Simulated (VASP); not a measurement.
# Rh (P1) in VASP: single point with PBEsol

Aim: the single point of Rh with PBEsol.

Everything below comes from runs of VASP 6.6.1. Logs are shortened: lines on timing, memory, paths and dates and some standing lists are left out, and cuts for length are marked.

## (1) The cell of the first run

The typed cell holds 8 atoms: a = 2.676 Å, b = 2.675 Å, c = 17.462 Å, α = 90.00°, β = 90.00°, γ = 120.01°.

This isn't the form of Rh at room conditions, which is fcc.

## (2) Single point, PBEsol

The input, INCAR:

```
SYSTEM = Rh
PREC     = Accurate       ! precision mode
ENCUT    = 520            ! plane-wave cutoff, eV
EDIFF    = 1E-7           ! SCF threshold, eV
ISMEAR   = 0              ! smearing method
SIGMA    = 0.15           ! smearing width, eV
LREAL    = .False.        ! projectors in reciprocal space
LASPH    = .True.         ! aspherical terms in the spheres
NELM     = 60             ! most SCF steps
ALGO     = Fast           ! electronic algorithm
ISIF     = 2              ! what is computed and relaxed
LWAVE    = .False.        ! write WAVECAR
LCHARG   = .True.         ! write CHGCAR
GGA      = PS             ! functional
LELF     = .True.         ! ELF
LVHAR    = .True.       
NBANDS   = 70             ! bands
```

The input, KPOINTS:

```
Automatic mesh
0
Gamma
  12 12 2
  0 0 0
```

The input, POSCAR:

```
Rh
1.0
    2.6755409133     -0.0000728907      0.0000240648
   -1.3378335818      2.3161343777     -0.0000540797
    0.0001569964     -0.0003167496     17.4618697512
Rh
8
Direct
   -0.0003539047     -0.0002556675      0.5000039590
    0.0003196412      0.0002440222      0.0000024941
    0.3333636249      0.6666350314      0.1249999075
    0.3334439215      0.6668699917      0.6249984642
   -0.0003959539     -0.0004553928      0.2499991247
    0.0003421512      0.0004055978      0.7499978860
    0.6662328637      0.3328761496      0.3749991568
    0.6670476562      0.3336802677      0.8749990076
```

Potentials or basis: VASP PAW PBE potentials, release 64 (Rh_pv).

Started as:

```
> cat potpaw_PBE.64/Rh_pv/POTCAR > POTCAR
> mpirun -np 1 vasp_std > vasp.out
```

OUTCAR:

```text
SYSTEM = Rh
   PREC = Accurate
   ENCUT = 520
   EDIFF = 1E-7
   ISMEAR = 0
   LREAL = .False.
   LASPH = .True.
   NELM = 60
   ISIF = 2
   GGA = PS

 ion  position               nearest neighbor table
   1  1.000  1.000  0.500-   4 2.67   7 2.67   7 2.67   4 2.67   7 2.67   4 2.67
   2  0.000  0.000  0.000-   3 2.67   8 2.67   3 2.67   8 2.67   8 2.67   3 2.67
   3  0.333  0.667  0.125-   2 2.67   5 2.67   5 2.67   2 2.67   5 2.67   2 2.67
   4  0.333  0.667  0.625-   1 2.67   6 2.67   6 2.67   1 2.67   1 2.67   6 2.67
   5  1.000  1.000  0.250-   3 2.67   7 2.67   7 2.67   3 2.67   7 2.67   3 2.67
   6  0.000  0.000  0.750-   4 2.67   8 2.67   8 2.67   4 2.67   8 2.67   4 2.67
   7  0.666  0.333  0.375-   5 2.67   5 2.67   1 2.67   1 2.67   1 2.67   5 2.67
   8  0.667  0.334  0.875-   2 2.67   6 2.67   6 2.67   6 2.67   2 2.67   2 2.67

  LATTYP: Found a base centered monoclinic cell.
 ALAT       =    35.2297938636
 B/A-ratio  =     0.0759228982
 C/A-ratio  =     0.4956563136
 COS(beta)  =    -0.9913129643

  Lattice vectors:

 A1 = (   2.6753839169,   0.0002438589, -17.4618456864)
 A2 = (   1.3375503351,   2.3163782366, -17.4618997661)
 A3 = (   0.0001569964,  -0.0003167496,  17.4618697512)

Analysis of symmetry for initial positions (statically):
=====================================================================
 Subroutine PRICEL returns:
 Original cell was already a primitive cell.

 Routine SETGRP: Setting up the symmetry group for a
 base centered monoclinic supercell.

 Subroutine GETGRP returns: Found  1 space group operations
 (whereof  1 operations were pure point group operations)
 out of a pool of  4 trial point group operations.

The static configuration has the point symmetry C_1 .

Analysis of symmetry for dynamics (positions and initial velocities):
=====================================================================
 Subroutine PRICEL returns:
 Original cell was already a primitive cell.

 Routine SETGRP: Setting up the symmetry group for a
 base centered monoclinic supercell.

 Subroutine GETGRP returns: Found  1 space group operations
 (whereof  1 operations were pure point group operations)
 out of a pool of  4 trial point group operations.

The dynamic configuration has the point symmetry C_1 .

 Subroutine INISYM returns: Found  1 space group operations
 (whereof  1 operations are pure point group operations),
 and found     1 'primitive' translations

----------------------------------------------------------------------------------------

                                     Primitive cell

  volume of cell :     108.2080

  direct lattice vectors                    reciprocal lattice vectors
     2.675540913 -0.000072891  0.000024065     0.373762080  0.215890523  0.000000556
    -1.337833582  2.316134378 -0.000054080     0.000011763  0.431760673  0.000007832
     0.000156996 -0.000316750 17.461869751    -0.000000515  0.000001040  0.057267636

  length of vectors
     2.675540914  2.674748054 17.461869755     0.431632726  0.431760673  0.057267636

  position of ions in fractional coordinates (direct lattice)
     0.999646095  0.999744333  0.500003959
     0.000319641  0.000244022  0.000002494
     0.333363625  0.666635031  0.124999907
     0.333443921  0.666869992  0.624998464
     0.999604046  0.999544607  0.249999125
     0.000342151  0.000405598  0.749997886
     0.666232864  0.332876150  0.374999157
     0.667047656  0.333680268  0.874999008

  ion indices of the primitive-cell ions
   primitive index   ion index
                 1           1
                 2           2
                 3           3
                 4           4
                 5           5
                 6           6
                 7           7
                 8           8

----------------------------------------------------------------------------------------

 KPOINTS: Automatic mesh

Automatic generation of k-mesh.
 Grid dimensions read from file:
 generate k-points for:   12   12    2

 Generating k-lattice:

  Cartesian coordinates                     Fractional coordinates (reciprocal lattice)
     0.031146840  0.017990877  0.000000046     0.083333333  0.000000000  0.000000000
     0.000000980  0.035980056  0.000000653    -0.000000000  0.083333333 -0.000000000
    -0.000000258  0.000000520  0.028633818    -0.000000000  0.000000000  0.500000000

  Length of vectors
     0.035969394  0.035980056  0.028633818

  Shift w.r.t. Gamma in fractional coordinates (k-lattice)
     0.000000000  0.000000000  0.000000000

 Subroutine IBZKPT returns following result:
 ===========================================

 Found    148 irreducible k-points:

 Following reciprocal coordinates:
            Coordinates               Weight
  0.000000  0.000000  0.000000      1.000000
  0.083333 -0.000000 -0.000000      2.000000
  0.166667 -0.000000  0.000000      2.000000
  0.250000 -0.000000  0.000000      2.000000
  0.333333 -0.000000 -0.000000      2.000000
  0.416667 -0.000000 -0.000000      2.000000
[... 16 lines left out ...]
  0.250000  0.166667 -0.000000      2.000000
  0.333333  0.166667 -0.000000      2.000000
 [... further k-points ...]
   k-points           NKPTS =    148   k-points in BZ     NKDIM =    148   number of bands    NBANDS=     70
   number of dos      NEDOS =    301   number of ions     NIONS =      8
   total plane-waves  NPLWV =  56000
   dimension x,y,z NGX =    20 NGY =   20 NGZ =  140
   dimension x,y,z NGXF=    40 NGYF=   40 NGZF=  280
   ions per type =               8
   NGX,Y,Z   is equivalent  to a cutoff of  12.43, 12.43, 13.33 a.u.
   NGXF,Y,Z  is equivalent  to a cutoff of  24.85, 24.86, 26.66 a.u.
 SYSTEM =  Rh
   PREC   = accura    normal or accurate (medium, high low for compatibility)
   ISTART =      0    job   : 0-new  1-cont  2-samecut
   ICHARG =      2    charge: 1-file 2-atom 10-const
   ISPIN  =      1    spin polarized calculation?
   LNONCOLLINEAR =      F non collinear calculations
   LSORBIT =      F    spin-orbit coupling
   LASPH  =      T    aspherical Exc in radial PAW
   ENCUT  =  520.0 eV  38.22 Ry    6.18 a.u.   4.97  4.97 32.47*2*pi/ulx,y,z
   NELM   =     60;   NELMIN=  2; NELMDL= -5     # of ELM steps
   EDIFF  = 0.1E-06   stopping-criterion for ELM
   LREAL  =      F    real-space projection
   EDIFFG = 0.1E-05   stopping-criterion for IOM
   NSW    =      0    number of steps for IOM
   IBRION =     -1    ionic relax: 0-MD 1-quasi-New 2-CG
   NFREE  =      0    steps in history (QN), initial steepest desc. (CG)
   ISIF   =      2    stress and relaxation
   ISYM   =      2    0-nonsym 1-usesym 2-fastsym
   POTIM  = 0.5000    time-step for ionic-motion
   TEBEG  =    0.0;   TEEND  =   0.0 temperature during run
   PSTRESS=    0.0 pullay stress
   NELECT =     120.0000    total number of electrons
   NUPDOWN=      -1.0000    fix difference up-down
   EMIN   =  10.00;   EMAX   =-10.00  energy-range for DOS
   EFERMI =   0.00;   METHOD = LEGACY
   ISMEAR =     0;   SIGMA  =   0.15  broadening in eV -4-tet -1-fermi 0-gaus
   EFERMI_NEDOS =   21; number of points for ismear=-14 and -15
   IALGO  =     68    algorithm
   IMIX   =      4    mixing-type and parameters
     AMIX     =   0.40;   BMIX     =  1.00
     AMIX_MAG =   1.60;   BMIX_MAG =  1.00
  volume/ion in A,a.u.               =      13.53        91.28
  Fermi-wavevector in a.u.,A,eV,Ry     =   1.694528  3.202194 39.068125  2.871426
  Thomas-Fermi vector in A             =   2.775737
   LORBIT       =      0    0 simple, 1 ext, 2 COOP (PROOUT), +10 PAW based schemes
   GGA     = PS    functional components
   LHFCALC =     F    Hartree Fock is set to
   AEXX    =    0.0000 exact exchange contribution
   IVDW    =     0    specifies the selected vdW correction
   LEPSILON=     F    determine dielectric tensor
   LRPA    =     F    only Hartree local field effects (RPA)
 non-spin polarized calculation
 RMM-DIIS sequential band-by-band and
 Gauss-broadening in eV      SIGMA  =   0.15
  energy-cutoff  :      520.00
  volume of cell :      108.21
 maximum number of plane-waves:      2967
   NGX =  9   NGY =  9   NGZ = 65

 number of electron     119.9999993 magnetization

 Free energy of the ion-electron system (eV)
  ---------------------------------------------------
  ext. energy  EPLUGINS =         0.00000000
  ---------------------------------------------------
  free energy    TOTEN  =       -65.01456948 eV

  energy without entropy =      -64.91037253  energy(sigma->0) =      -64.96247101

 E-fermi :  12.0771     XC(G=0): -14.3230

 val. band max:       12.0371529974   @ k =   0.5000   0.3333  -0.0000
 cond. band min:      12.0790892727   @ k =   0.3333   0.3333   0.5000
 fundamental gap:      0.0419362754
 Fermi energy:        12.0770525243

 k-point     1 :       0.0000    0.0000    0.0000
  band No.  band energies     occupation
      1     -35.0779      2.00000
      2     -34.9674      2.00000
      3     -34.9672      2.00000
      4     -34.6993      2.00000
      5     -34.6909      2.00000
      6     -34.4155      2.00000
[... 62 lines left out ...]
     69      12.1653      0.40519
     70      12.6937      0.00000

 k-point     2 :       0.0833   -0.0000   -0.0000
  band No.  band energies     occupation
      1     -35.0609      2.00000
      2     -34.9565      2.00000
      3     -34.9563      2.00000
      4     -34.7035      2.00000
      5     -34.6966      2.00000
      6     -34.4473      2.00000
[... 62 lines left out ...]
     69      12.5560      0.00001
     70      13.0510      0.00000

 k-point     3 :       0.1667   -0.0000    0.0000
  band No.  band energies     occupation
      1     -35.0125      2.00000
      2     -34.9288      2.00000
      3     -34.9287      2.00000
      4     -34.7278      2.00000
      5     -34.7265      2.00000
      6     -34.5514      2.00000
[... 1522 lines left out ...]
     69      14.6899      0.00000
     70      17.4479      0.00000

 k-point    24 :       0.3333    0.1667   -0.0000
  band No.  band energies     occupation
      1     -34.9993      2.00000
      2     -34.9639      2.00000
      3     -34.9597      2.00000
      4     -34.9596      2.00000
      5     -34.9134      2.00000
      6     -34.9133      2.00000
[... 62 lines left out ...]
     69      16.1982      0.00000
     70      18.3626      0.00000

 [... further k-points ...]

------------------------ aborting loop because EDIFF is reached ----------------------------------------

  FORCE on cell =-STRESS in cart. coord.  units (eV):
  Direction    XX          YY          ZZ          XY          YZ          ZX
  --------------------------------------------------------------------------------------
  -------------------------------------------------------------------------------------
  Total       -0.1000910      0.0002715     -0.0591922      0.0068558      0.0031524     -0.0014157
  in kB       -1.4819935      0.0040193     -0.8764270      0.1015102      0.0466764     -0.0209610
  external PRESSURE =      -0.7848004 kB  Pullay stress =       0.0000000 kB

 VOLUME and BASIS-vectors are now :
 -----------------------------------------------------------------------------
  energy-cutoff  :      520.00
  volume of cell :      108.21
      direct lattice vectors                 reciprocal lattice vectors
     2.675540913 -0.000072891  0.000024065     0.373762080  0.215890523  0.000000556
    -1.337833582  2.316134378 -0.000054080     0.000011763  0.431760673  0.000007832
     0.000156996 -0.000316750 17.461869751    -0.000000515  0.000001040  0.057267636

 POSITION                                       TOTAL-FORCE (eV/Angst)
 -----------------------------------------------------------------------------------
      1.33718      2.31531      8.73097         0.001148      0.000963     -0.001246
      0.00053      0.00057      0.00004        -0.000526     -0.000580     -0.000747
      0.00010      1.54395      2.18270        -0.000533      0.000221      0.000133
      0.00008      1.54434     10.91361        -0.000693     -0.000599      0.000562
      1.33730      2.31493      4.36542         0.000791      0.001530      0.000199
      0.00049      0.00070     13.09637        -0.000167     -0.000841      0.000312
      1.33726      0.77082      6.54818         0.000550      0.000742      0.000504
      1.33844      0.77252     15.27912        -0.000570     -0.001436      0.000284
 -----------------------------------------------------------------------------------
    total drift:                                0.000008      0.000001      0.000002

  FREE ENERGIE OF THE ION-ELECTRON SYSTEM (eV)
  ---------------------------------------------------
  free  energy   TOTEN  =       -65.0145694806 eV

  energy  without entropy=      -64.9103725299  energy(sigma->0) =      -64.96247101
```

Wall time 55 min (1 thread of Oxide Virtual Turin-like, shared host); peak memory 0.72 GiB.

What came out:

```yaml
Free_energy: -65.0146 eV
Pressure: -0.1 GPa
Band_gap_on_the_k_mesh: zero (bands 60 and 61 overlap by 2.04 eV)
```

Levels at points of the mesh, in eV from the Fermi level:
| k point | band 57 | band 58 | band 59 | band 60 | band 61 | band 62 |
| --- | --- | --- | --- | --- | --- | --- |
| (0.00, 0.00, 0.00) | -1.22 | -1.16 | -1.16 | -1.16 | -1.16 | -0.88 |
| (0.50, 0.00, 0.00) | 0.61 | 0.63 | 0.69 | 0.84 | 0.84 | 0.86 |
| (0.00, 0.50, 0.00) | 0.61 | 0.63 | 0.69 | 0.84 | 0.84 | 0.86 |
| (0.50, 0.50, 0.00) | 0.61 | 0.63 | 0.68 | 0.84 | 0.84 | 0.86 |
| (0.00, 0.00, 0.50) | -1.37 | -1.37 | -0.96 | -0.96 | -0.96 | -0.96 |
| (0.50, 0.00, 0.50) | 0.59 | 0.59 | 0.65 | 0.65 | 0.84 | 0.84 |
| (0.00, 0.50, 0.50) | 0.59 | 0.59 | 0.65 | 0.65 | 0.84 | 0.84 |
| (0.50, 0.50, 0.50) | 0.59 | 0.59 | 0.65 | 0.65 | 0.84 | 0.84 |

Caveat: the PAW data sets were made with another functional, which shifts forces and pressure a little.

The gap in the log of VASP goes by the Fermi energy; the results here count the filled bands.